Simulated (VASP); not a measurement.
Here is a VASP 6.6.1 calculation.

Contents of INCAR:

```
SYSTEM = TaN
PREC     = Accurate       ! precision mode
ENCUT    = 520            ! plane-wave cutoff, eV
EDIFF    = 1E-7           ! SCF threshold, eV
ISMEAR   = 0              ! smearing method
SIGMA    = 0.1            ! smearing width, eV
LREAL    = Auto         
LASPH    = .TRUE.         ! aspherical terms in the spheres
NELM     = 60             ! most SCF steps
ALGO     = Normal         ! electronic algorithm
ISIF     = 2              ! what is computed and relaxed
LWAVE    = .FALSE.        ! write WAVECAR
LCHARG   = .FALSE.        ! write CHGCAR
LDIPOL   = .TRUE.       
IDIPOL   = 3            
DIPOL    = 0.5 0.5 0.501
GGA      = PE             ! functional
IVDW     = 12             ! dispersion correction
NBANDS   = 114            ! bands
```

File KPOINTS:

```
Automatic mesh
0
G
  3 3 1
  0 0 0
```

Contents of POSCAR:

```
TaN
1.0
    5.7615861975      0.0000000000      0.0000000000
    0.0000000000      5.8570264689      0.0000000000
    0.0000000000      0.0000000000     21.9177226648
N Ta
12 12
Direct
    0.0000000000      0.7500000000      0.3650014248
    0.0000000000      0.2500000000      0.3650014248
    0.5000000000      0.7500000000      0.3650014248
    0.5000000000      0.2500000000      0.3650014248
    0.0000000000      0.5000000000      0.4807144893
    0.0000000000      0.0000000000      0.4807144893
    0.5000000000      0.5000000000      0.4807144893
    0.5000000000      0.0000000000      0.4807144893
    0.0000000000      0.2500000000      0.5977707783
    0.0000000000      0.7500000000      0.5977707783
    0.5000000000      0.2500000000      0.5977707783
    0.5000000000      0.7500000000      0.5977707783
    0.2500000000      0.0000000000      0.4035724463
    0.2500000000      0.5000000000      0.4035724463
    0.7500000000      0.0000000000      0.4035724463
    0.7500000000      0.5000000000      0.4035724463
    0.2500000000      0.7500000000      0.5207059652
    0.2500000000      0.2500000000      0.5207059652
    0.7500000000      0.7500000000      0.5207059652
    0.7500000000      0.2500000000      0.5207059652
    0.2500000000      0.5000000000      0.6372155221
    0.2500000000      0.0000000000      0.6372155221
    0.7500000000      0.5000000000      0.6372155221
    0.7500000000      0.0000000000      0.6372155221
```

Potentials or basis: VASP PAW PBE potentials, release 64 (N, Ta_pv).

Command:

```sh
$ cat potpaw_PBE.64/N/POTCAR potpaw_PBE.64/Ta_pv/POTCAR > POTCAR
$ mpirun -np 1 vasp_std > vasp.out
```

Question: What does it give for the dispersion energy per atom?

Answer: -0.320 eV.

Question: Predict the largest force.

Answer: 3.314 eV/Å.

Question: Predict the band gap on the k mesh.

Answer: Zero (bands 96 and 97 overlap by 0.03 eV).

Forces in eV/Å, atoms in the order of the input:
```
N    0.000  0.000  2.946
N    0.000  0.000  2.946
N    0.000  0.000  2.946
N    0.000  0.000  2.946
N    0.000  0.000  0.334
N    0.000  0.000  0.334
N    0.000  0.000  0.334
N    0.000  0.000  0.334
N    0.000  0.000 -0.009
N    0.000  0.000 -0.009
N    0.000  0.000 -0.009
N    0.000  0.000 -0.009
Ta   0.000  0.000 -3.314
Ta   0.000  0.000 -3.314
Ta   0.000  0.000 -3.314
Ta   0.000  0.000 -3.314
Ta   0.000  0.000  0.004
Ta   0.000  0.000  0.004
Ta   0.000  0.000  0.004
Ta   0.000  0.000  0.004
Ta   0.000  0.000  0.039
Ta   0.000  0.000  0.039
Ta   0.000  0.000  0.039
Ta   0.000  0.000  0.039
```

Caveat: the k points lie up to 0.36 Å⁻¹ apart; spin-orbit coupling is left out, which moves the levels of the heavy elements.
